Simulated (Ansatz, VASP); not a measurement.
## WS2: VASP beside Ansatz

File INCAR:

```
SYSTEM = WS2
PREC = Accurate
ENCUT = 520
EDIFF = 1E-6
ISMEAR = 0
SIGMA = 0.05
LREAL = .False.
LASPH = .True.
NELM = 60
ALGO = Normal
ISIF = 2
LWAVE = .False.
LCHARG = .True.
GGA = PE
IVDW = 12
LELF = .True.
LVHAR = .True.
NBANDS = 20
```

The input KPOINTS:

```
Automatic mesh
0
Gamma
  12 12 12
  0 0 0
```

The input POSCAR:

```
WS2
1.0
    1.6259500000      0.9387426702      6.3294666667
   -1.6259500000      0.9387426702      6.3294666667
    0.0000000000     -1.8774853404      6.3294666667
W S
1 2
Direct
    0.9993440419      0.9993440419      0.9993440419
    0.7527816504      0.7527816504      0.7527816504
    0.5791743077      0.5791743077      0.5791743077
```

Input for Ansatz:

```yaml
crystal:
  lattice:
    - [1.62595, 0.9387426702, 6.3294666667]
    - [-1.62595, 0.9387426702, 6.3294666667]
    - [0.0, -1.8774853404, 6.3294666667]
  atoms:
    - { symbol: W, position: [0.9993440419, 0.9993440419, 0.9993440419] }
    - { symbol: S, position: [0.7527816504, 0.7527816504, 0.7527816504] }
    - { symbol: S, position: [0.5791743077, 0.5791743077, 0.5791743077] }
basis:
  ecutwfc: 420
kpoints:
  mp_grid: { grid: [12, 12, 12] }
hamiltonian:
  xc: pbe
  pseudopotentials: { kind: paw, azcp: { folder: soft_1 } }
  dispersion: d3bj
scf:
  occupations: { method: gaussian, width: 0.05 }
output:
  forces: true
  stress: true
  eigenvalues: true
```

Alike in both runs: task single point; functional PBE; dispersion D3(BJ); k mesh 12 × 12 × 12; occupations gaussian, width 0.05 eV; no spin polarisation.

```csv
,VASP,Ansatz
version,VASP 6.6.1,Ansatz 0.2.0
potentials or method,"VASP PAW PBE potentials, release 64 (W_sv, S), cutoff 520 eV","scalar-relativistic, plane waves, PAW"
valence electrons in the cell,26,26
```

```csv
,VASP,Ansatz,Ansatz less VASP
gap on the k mesh at the Fermi level (eV),1.05,1.03,-0.012
least direct gap on the mesh (eV),1.76,1.76,-0.002
pressure (GPa),-14.4,-14.4,+0.05
"traceless stress, the component that is largest in VASP (GPa)",-2.87,-2.88,-0.006
rms of the force components (eV/Å),0.830,0.830,+0.0006
```

Atom by atom the forces differ by 0.001 eV/Å (rms over components).

Neither program's run includes spin-orbit coupling.
